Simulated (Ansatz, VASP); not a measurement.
## CoGeF4: VASP beside Ansatz

```
Co Ge F
1.0
     0.00000    3.25682    3.25682
     3.25682    0.00000    3.25682
     3.25682    3.25682    0.00000
Co Ge F
1 1 4
Direct
  0.00000 0.00000 0.00000
  0.75000 0.75000 0.75000
  0.37462 0.87614 0.37462
  0.37462 0.37462 0.87614
  0.37462 0.37462 0.37462
  0.87614 0.37462 0.37462
```

Alike in both runs: functional PBE; k mesh 10 × 10 × 10; occupations gaussian, width 0.1 eV; collinear spin.

Ansatz relaxed the structure, and its values are those at the end. VASP's run is a single point on that final structure, the one shown.

```csv
,VASP,Ansatz
version,VASP 6.6.1,Ansatz 0.2.0
potentials or method,"VASP PAW PBE potentials, release 64 (Co, Ge_d, F), cutoff 520 eV","scalar-relativistic, plane waves, PAW"
valence electrons in the cell,51,59
```

VASP gave:

```
gap on the k mesh at the Fermi level (eV)                     : none
pressure (GPa)                                                : -0.5
rms of the force components (eV/Å)                            : 0.007
net moment per atom (μB)                                      : 0.37
size of the moment on the site where the two differ most (μB) : 0.02
```

Problem. What did Ansatz give for the same quantities?

Solution. gap on the k mesh at the Fermi level (eV): none; pressure (GPa): 0.0; rms of the force components (eV/Å): 0.000; net moment per atom (μB): 0.50; size of the moment on the site where the two differ most (μB): 0.24.

The net moments are unlike, so the other rows may belong to different states. Site moments also hang on the region over which each program counts them. A gap of «none» marks a metal or a gap that the smearing closes. VASP's potentials hold 51 valence electrons a cell and Ansatz's 59, so a difference there can come from the potentials and not from the codes.
